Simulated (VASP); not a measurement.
# In2SnTe2 (P-3m1) in VASP: notebook

In2SnTe2 is run at these levels: PBE; tasks: single point.

Everything below comes from runs of VASP 6.6.1. Logs are shortened: lines on timing, memory, paths and dates and some standing lists are left out, and cuts for length are marked.

## Step 1: The cell of the first run

It takes space group P-3m1 (No. 164, trigonal). Conventional cell: a = 4.512 Å, b = 4.512 Å, c = 7.979 Å, α = 90.00°, β = 90.00°, γ = 120.00°. In (site symmetry 3m) has 4 Te at 2.70 to 2.74 Å and 3 In at 3.20 Å within 3.6 Å. Sn (site symmetry -3m) has 6 Te at 3.42 Å and 6 In at 4.02 Å and 6 Sn at 4.51 Å within 4.6 Å. Within 3.6 Å of Te (site symmetry 3m) lie 4 In at 2.70 to 2.74 Å and 3 Sn at 3.42 Å.

The cell was generated, and may not be a known phase.

## Step 2: Single point, PBE

Input file INCAR:

```
SYSTEM = In2SnTe2
PREC = Accurate
ENCUT = 520
EDIFF = 1E-6
ISMEAR = 0
SIGMA = 0.1
LREAL = .FALSE.
LASPH = .TRUE.
NELM = 80
ALGO = Normal
ISIF = 2
LWAVE = .FALSE.
LCHARG = .FALSE.
GGA = PE
NBANDS = 34
```

Input file KPOINTS:

```
regular mesh
0
G
  6 6 2
  0 0 0
```

Input file POSCAR:

```
In2SnTe2
1.0
    4.5123939900      0.0000000000      0.0000000000
   -2.2561970000      3.9078478300      0.0000000000
    0.0000000000      0.0000000000      7.9794181900
In Sn Te
2 1 2
Direct
    0.6666666700      0.3333333300      0.6167762900
    0.3333333300      0.6666666700      0.3832237100
    0.0000000000      0.0000000000      0.0000000000
    0.6666666700      0.3333333300      0.2785192100
    0.3333333300      0.6666666700      0.7214807900
```

Potentials or basis: VASP PAW PBE potentials, release 64 (In_d, Sn_d, Te).

Launch:

```bash
$ cat potpaw_PBE.64/In_d/POTCAR potpaw_PBE.64/Sn_d/POTCAR potpaw_PBE.64/Te/POTCAR > POTCAR
$ mpirun -np 1 vasp_std > vasp.out
```

OUTCAR:

```text
SYSTEM = In2SnTe2
   PREC = Accurate
   ENCUT = 520
   EDIFF = 1E-6
   ISMEAR = 0
   LREAL = .FALSE.
   LASPH = .TRUE.
   NELM = 80
   ISIF = 2
   GGA = PE

 ion  position               nearest neighbor table
   1  0.667  0.333  0.617-   4 2.70   5 2.74   5 2.74   5 2.74   2 3.20   2 3.20   2 3.20
   2  0.333  0.667  0.383-   5 2.70   4 2.74   4 2.74   4 2.74   1 3.20   1 3.20   1 3.20
   3  0.000  0.000  0.000-   4 3.42   5 3.42   4 3.42   5 3.42   4 3.42   5 3.42
   4  0.667  0.333  0.279-   1 2.70   2 2.74   2 2.74   2 2.74   3 3.42   3 3.42   3 3.42
   5  0.333  0.667  0.721-   2 2.70   1 2.74   1 2.74   1 2.74   3 3.42   3 3.42   3 3.42

  LATTYP: Found a hexagonal cell.
 ALAT       =     4.5123939900
 C/A-ratio  =     1.7683336623

  Lattice vectors:

 A1 = (   4.5123939900,   0.0000000000,   0.0000000000)
 A2 = (  -2.2561970000,   3.9078478300,   0.0000000000)
 A3 = (   0.0000000000,   0.0000000000,   7.9794181900)

Analysis of symmetry for initial positions (statically):
=====================================================================
 Subroutine PRICEL returns:
 Original cell was already a primitive cell.

 Routine SETGRP: Setting up the symmetry group for a
 hexagonal supercell.

 Subroutine GETGRP returns: Found 12 space group operations
 (whereof 12 operations were pure point group operations)
 out of a pool of 24 trial point group operations.

The static configuration has the point symmetry D_3d.

Analysis of symmetry for dynamics (positions and initial velocities):
=====================================================================
 Subroutine PRICEL returns:
 Original cell was already a primitive cell.

 Routine SETGRP: Setting up the symmetry group for a
 hexagonal supercell.

 Subroutine GETGRP returns: Found 12 space group operations
 (whereof 12 operations were pure point group operations)
 out of a pool of 24 trial point group operations.

The dynamic configuration has the point symmetry D_3d.

 Subroutine INISYM returns: Found 12 space group operations
 (whereof 12 operations are pure point group operations),
 and found     1 'primitive' translations

----------------------------------------------------------------------------------------

                                     Primitive cell

  volume of cell :     140.7071

  direct lattice vectors                    reciprocal lattice vectors
     4.512393990  0.000000000  0.000000000     0.221611854  0.127947664  0.000000000
    -2.256197000  3.907847830  0.000000000     0.000000000  0.255895327  0.000000000
     0.000000000  0.000000000  7.979418190     0.000000000  0.000000000  0.125322420

  length of vectors
     4.512393990  4.512393995  7.979418190     0.255895328  0.255895327  0.125322420

  position of ions in fractional coordinates (direct lattice)
     0.666666670  0.333333330  0.616776290
     0.333333330  0.666666670  0.383223710
     0.000000000  0.000000000  0.000000000
     0.666666670  0.333333330  0.278519210
     0.333333330  0.666666670  0.721480790

  ion indices of the primitive-cell ions
   primitive index   ion index
                 1           1
                 2           2
                 3           3
                 4           4
                 5           5

----------------------------------------------------------------------------------------

 KPOINTS: regular mesh

Automatic generation of k-mesh.
 Grid dimensions read from file:
 generate k-points for:    6    6    2

 Generating k-lattice:

  Cartesian coordinates                     Fractional coordinates (reciprocal lattice)
     0.036935309  0.021324611  0.000000000     0.166666667 -0.000000000  0.000000000
     0.000000000  0.042649221  0.000000000     0.000000000  0.166666667  0.000000000
     0.000000000  0.000000000  0.062661210     0.000000000  0.000000000  0.500000000

  Length of vectors
     0.042649221  0.042649221  0.062661210

  Shift w.r.t. Gamma in fractional coordinates (k-lattice)
     0.000000000  0.000000000  0.000000000

 Subroutine IBZKPT returns following result:
 ===========================================

 Found     14 irreducible k-points:

 Following reciprocal coordinates:
            Coordinates               Weight
  0.000000  0.000000  0.000000      1.000000
  0.166667 -0.000000  0.000000      6.000000
  0.333333 -0.000000  0.000000      6.000000
  0.500000  0.000000  0.000000      3.000000
  0.166667  0.166667  0.000000      6.000000
  0.333333  0.166667  0.000000     12.000000
  0.333333  0.333333  0.000000      2.000000
  0.000000  0.000000  0.500000      1.000000
  0.166667 -0.000000  0.500000      6.000000
  0.333333 -0.000000  0.500000      6.000000
  0.500000  0.000000  0.500000      3.000000
  0.166667  0.166667  0.500000      6.000000
  0.333333  0.166667  0.500000     12.000000
  0.333333  0.333333  0.500000      2.000000
   k-points           NKPTS =     14   k-points in BZ     NKDIM =     14   number of bands    NBANDS=     34
   number of dos      NEDOS =    301   number of ions     NIONS =      5
   total plane-waves  NPLWV =  77760
   dimension x,y,z NGX =    36 NGY =   36 NGZ =   60
   dimension x,y,z NGXF=    72 NGYF=   72 NGZF=  120
   ions per type =               2   1   2
   NGX,Y,Z   is equivalent  to a cutoff of  13.26, 13.26, 12.50 a.u.
   NGXF,Y,Z  is equivalent  to a cutoff of  26.53, 26.53, 25.00 a.u.
 SYSTEM =  In2SnTe2
   PREC   = accura    normal or accurate (medium, high low for compatibility)
   ISTART =      0    job   : 0-new  1-cont  2-samecut
   ICHARG =      2    charge: 1-file 2-atom 10-const
   ISPIN  =      1    spin polarized calculation?
   LNONCOLLINEAR =      F non collinear calculations
   LSORBIT =      F    spin-orbit coupling
   LASPH  =      T    aspherical Exc in radial PAW
   ENCUT  =  520.0 eV  38.22 Ry    6.18 a.u.   8.39  8.39 14.84*2*pi/ulx,y,z
   NELM   =     80;   NELMIN=  2; NELMDL= -5     # of ELM steps
   EDIFF  = 0.1E-05   stopping-criterion for ELM
   LREAL  =      F    real-space projection
[... 7 lines left out ...]
   TEBEG  =    0.0;   TEEND  =   0.0 temperature during run
   PSTRESS=    0.0 pullay stress
   NELECT =      52.0000    total number of electrons
   NUPDOWN=      -1.0000    fix difference up-down
   EMIN   =  10.00;   EMAX   =-10.00  energy-range for DOS
   EFERMI =   0.00;   METHOD = LEGACY
   ISMEAR =     0;   SIGMA  =   0.10  broadening in eV -4-tet -1-fermi 0-gaus
   EFERMI_NEDOS =   21; number of points for ismear=-14 and -15
   IALGO  =     38    algorithm
   IMIX   =      4    mixing-type and parameters
     AMIX     =   0.40;   BMIX     =  1.00
     AMIX_MAG =   1.60;   BMIX_MAG =  1.00
  volume/ion in A,a.u.               =      28.14       189.91
  Fermi-wavevector in a.u.,A,eV,Ry     =   1.174818  2.220084 18.778730  1.380198
  Thomas-Fermi vector in A             =   2.311209
   LORBIT       =      0    0 simple, 1 ext, 2 COOP (PROOUT), +10 PAW based schemes
   GGA     = PE    functional components
   LHFCALC =     F    Hartree Fock is set to
   AEXX    =    0.0000 exact exchange contribution
   IVDW    =     0    specifies the selected vdW correction
   LEPSILON=     F    determine dielectric tensor
   LRPA    =     F    only Hartree local field effects (RPA)
 non-spin polarized calculation
 Gauss-broadening in eV      SIGMA  =   0.10
  energy-cutoff  :      520.00
  volume of cell :      140.71
 maximum number of plane-waves:      3834
 NGX is ok and might be reduce to    36
   NGX = 17   NGY = 17   NGZ = 29

 number of electron      52.0000002 magnetization

 Free energy of the ion-electron system (eV)
  ---------------------------------------------------
  ext. energy  EPLUGINS =         0.00000000
  ---------------------------------------------------
  free energy    TOTEN  =       -12.26406071 eV

  energy without entropy =      -12.23166288  energy(sigma->0) =      -12.24786180

 E-fermi :   8.0464     XC(G=0):  -9.8005

 val. band max:        8.0403090637   @ k =   0.3333   0.1667   0.5000
 cond. band min:       8.0501350142   @ k =   0.3333   0.1667   0.0000
 fundamental gap:      0.0098259505
 Fermi energy:         8.0463742540

 k-point     1 :       0.0000    0.0000    0.0000
  band No.  band energies     occupation
      1     -13.7000      2.00000
      2     -13.7000      2.00000
      3     -13.6966      2.00000
      4     -13.6965      2.00000
      5     -13.6965      2.00000
      6      -7.8451      2.00000
[... 26 lines left out ...]
     33      10.7149      0.00000
     34      10.7454      0.00000

 k-point     2 :       0.1667   -0.0000    0.0000
  band No.  band energies     occupation
      1     -13.7011      2.00000
      2     -13.6997      2.00000
      3     -13.6970      2.00000
      4     -13.6955      2.00000
      5     -13.6953      2.00000
      6      -7.8344      2.00000
[... 26 lines left out ...]
     33      11.3180      0.00000
     34      11.4867      0.00000

 k-point     3 :       0.3333   -0.0000    0.0000
  band No.  band energies     occupation
      1     -13.7034      2.00000
      2     -13.6997      2.00000
      3     -13.6979      2.00000
      4     -13.6931      2.00000
      5     -13.6923      2.00000
      6      -7.8227      2.00000
[... 26 lines left out ...]
     33      12.0672      0.00000
     34      12.8079      0.00000
[... 334 lines left out ...]
 k-point    13 :       0.3333    0.1667    0.5000
  band No.  band energies     occupation
      1     -13.7036      2.00000
      2     -13.7006      2.00000
      3     -13.6968      2.00000
      4     -13.6930      2.00000
      5     -13.6913      2.00000
      6      -7.8025      2.00000
[... 26 lines left out ...]
     33      12.7959      0.00000
     34      12.8841      0.00000

 k-point    14 :       0.3333    0.3333    0.5000
  band No.  band energies     occupation
      1     -13.7024      2.00000
      2     -13.7023      2.00000
      3     -13.6937      2.00000
      4     -13.6937      2.00000
      5     -13.6927      2.00000
      6      -7.7454      2.00000
[... 26 lines left out ...]
     33      12.5550      0.00000
     34      12.5550      0.00000

------------------------ aborting loop because EDIFF is reached ----------------------------------------

  FORCE on cell =-STRESS in cart. coord.  units (eV):
  Direction    XX          YY          ZZ          XY          YZ          ZX
  --------------------------------------------------------------------------------------
  -------------------------------------------------------------------------------------
  Total       15.3196950     15.3196950     16.7167814     -0.0000000     -0.0000000     -0.0000000
  in kB      174.4394938    174.4394941    190.3475812     -0.0000002     -0.0000000     -0.0000000
  external PRESSURE =     179.7421897 kB  Pullay stress =       0.0000000 kB

 VOLUME and BASIS-vectors are now :
 -----------------------------------------------------------------------------
  energy-cutoff  :      520.00
  volume of cell :      140.71
      direct lattice vectors                 reciprocal lattice vectors
     4.512393990  0.000000000  0.000000000     0.221611854  0.127947664  0.000000000
    -2.256197000  3.907847830  0.000000000     0.000000000  0.255895327  0.000000000
     0.000000000  0.000000000  7.979418190     0.000000000  0.000000000  0.125322420

 POSITION                                       TOTAL-FORCE (eV/Angst)
 -----------------------------------------------------------------------------------
      2.25620      1.30262      4.92152         0.000000      0.000000      1.449695
     -0.00000      2.60523      3.05790         0.000000     -0.000000     -1.449695
      0.00000      0.00000      0.00000         0.000000      0.000000      0.000000
      2.25620      1.30262      2.22242        -0.000000      0.000000     -3.834707
     -0.00000      2.60523      5.75700         0.000000     -0.000000      3.834707
 -----------------------------------------------------------------------------------
    total drift:                                0.000000      0.000000     -0.000000

  FREE ENERGIE OF THE ION-ELECTRON SYSTEM (eV)
  ---------------------------------------------------
  free  energy   TOTEN  =       -12.2640607094 eV

  energy  without entropy=      -12.2316628832  energy(sigma->0) =      -12.24786180
```

Wall time 69 s (1 thread of Intel Xeon 8259CL, shared host); peak memory 0.3 GiB.

Results:

| Property | Result |
| --- | --- |
| Free energy | -12.2641 eV |
| Pressure | 18.0 GPa |
| Largest force | 3.835 eV/Å |
| Band gap on the k mesh | zero (bands 26 and 27 overlap by 1.13 eV) |

Forces in eV/Å, atoms in the order of the input:
```
In   0.000  0.000  1.450
In   0.000  0.000 -1.450
Sn   0.000  0.000  0.000
Te   0.000  0.000 -3.835
Te   0.000  0.000  3.835
```

Caveat: the k points lie up to 0.39 Å⁻¹ apart, too coarse for converged energies and pressures of a metal; spin-orbit coupling is left out, which moves the levels of the heavy elements; forces of over 1 eV/Å act on the atoms, so gaps and moduli don't describe the material at rest.

## Step 3: Single point, PBE

This run uses another cell than the first one, of 33.68 Å³/atom.

Input file INCAR:

```
SYSTEM = In2SnTe2
PREC = Accurate ; ENCUT = 520
EDIFF = 1E-6 ; ISMEAR = 0
SIGMA = 0.1 ; LREAL = .FALSE.
LASPH = .TRUE. ; NELM = 60
ALGO = Fast ; ISIF = 2
LWAVE = .FALSE. ; LCHARG = .FALSE.
GGA = PE ; NBANDS = 34
```

Input file KPOINTS:

```
Automatic mesh
0
G
  6 6 2
  0 0 0
```

Input file POSCAR:

```
In2SnTe2
1.0
    4.4418592929      0.0000000028      0.0000000000
   -2.2209296489      3.8467629863      0.0000000000
    0.0000000000      0.0000000000      9.8565319793
In Sn Te
2 1 2
Direct
    0.6666666667      0.3333333333      0.6194908487
    0.3333333333      0.6666666667      0.3805091513
    0.0000000000      0.0000000000      0.0000000000
    0.6666666667      0.3333333333      0.1920663806
    0.3333333333      0.6666666667      0.8079336194
```

Potentials or basis: VASP PAW PBE potentials, release 64 (In_d, Sn_d, Te).

Launch:

```bash
$ cat potpaw_PBE.64/In_d/POTCAR potpaw_PBE.64/Sn_d/POTCAR potpaw_PBE.64/Te/POTCAR > POTCAR
$ mpirun -np 1 vasp_std > vasp.out
```

It took 2.2 min on 1 thread of Intel Xeon 8259CL, shared host; peak memory 0.36 GiB.

Results (log left out):

| Property | Result |
| --- | --- |
| Free energy | -16.3695 eV |
| Pressure | 0.0 GPa |
| Largest force | 0.011 eV/Å |
| Band gap on the k mesh | zero (bands 26 and 27 overlap by 0.96 eV) |

Forces in eV/Å, atoms in the order of the input:
```
In   0.000  0.000  0.007
In   0.000  0.000 -0.007
Sn   0.000  0.000  0.000
Te   0.000  0.000  0.011
Te   0.000  0.000 -0.011
```

Levels at points of the mesh, in eV from the Fermi level:
```
           k point  band 24  band 25  band 26  band 27  band 28  band 29
(0.00, 0.00, 0.00)    -1.48    -0.44    -0.43     1.59     1.59     1.92
(0.50, 0.00, 0.00)    -2.25    -1.93    -0.78     0.28     0.97     1.32
(0.00, 0.00, 0.50)    -1.42    -1.42     0.59     0.77     1.38     1.38
(0.50, 0.00, 0.50)    -2.56    -2.09    -0.80    -0.16     1.87     2.16
```

Caveat: spin-orbit coupling is left out, which moves the levels of the heavy elements.

The gap in the log of VASP goes by the Fermi energy; the results here count the filled bands.